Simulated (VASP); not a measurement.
Wanted: the native input for a VASP 6.6.1 run.

* Task: relaxation of cell and atoms
* Functional: LDA
* Potentials or basis: VASP PAW LDA potentials, release 64 (Ge_d)
* Cutoff: 600 eV
* k mesh: 20 × 20 × 20
* Occupations: fermi-dirac, width 0.1 eV
* Spin: no spin polarisation
* Target pressure: 460 GPa
* Dipole correction: no
* Further INCAR settings: ALGO = Normal; EDIFF = 1e-07; IBRION = 2; EDIFFG = -0.005; NSW = 60; ISIF = 3

The structure of Ge lies in POSCAR:

```
Ge
1.0
   -1.9124251623      1.9124251623      1.0518338392
    1.9124251623     -1.9124251623      1.0518338392
    1.9124251623      1.9124251623     -1.0518338392
Ge
2
Direct
   -0.3750000000     -0.1250000000     -0.2500000000
    0.3750000000      0.1250000000      0.2500000000
```

These files were run (other wordings do the same):

INCAR

```
PREC     = Accurate       # precision mode
ENCUT    = 600            # plane-wave cutoff, eV
EDIFF    = 1E-7           # SCF threshold, eV
ISMEAR   = -1             # smearing method
SIGMA    = 0.1            # smearing width, eV
LREAL    = False          # projectors in reciprocal space
LASPH    = True           # aspherical terms in the spheres
NELM     = 80             # most SCF steps
ALGO     = Normal         # electronic algorithm
ISIF     = 3              # what is computed and relaxed
LWAVE    = False          # write WAVECAR
LCHARG   = False          # write CHGCAR
IBRION   = 2              # ionic algorithm
NSW      = 60             # ionic steps
EDIFFG   = -0.005         # ionic threshold
PSTRESS  = 4600.0
```

KPOINTS

```
regular mesh
0
Gamma
  20 20 20
```

Potentials or basis: VASP PAW LDA potentials, release 64 (Ge_d).

The run is started by

```console
$ cat potpaw_LDA.64/Ge_d/POTCAR > POTCAR
$ mpirun -np 1 vasp_std > vasp.out
```

It gave:

```
Relaxed volume                                             : 7.89 Å³/atom
Relaxed cell                                               : a = 2.937 Å, b = 2.937 Å, c = 2.937 Å, α = 97.33°, β = 97.33°, γ = 138.15°
Space group after relaxing (to 0.1 Å)                      : I4_1/amd (No. 141)
Energy change on relaxing (the run minimises the enthalpy) : -597.9 meV/atom
Ionic steps                                                : 12
Pressure after relaxing                                    : 459.9 GPa
Band gap on the k mesh                                     : zero (bands 14 and 15 overlap by 12.31 eV)
```

Caveat: the cell is relaxed towards a set pressure, so the run minimises the enthalpy, not the energy.

Run time: 13 min on 1 thread of AMD EPYC 9R45 96-Core Processor (Zen 5) (shared host), peak memory 0.27 GiB.
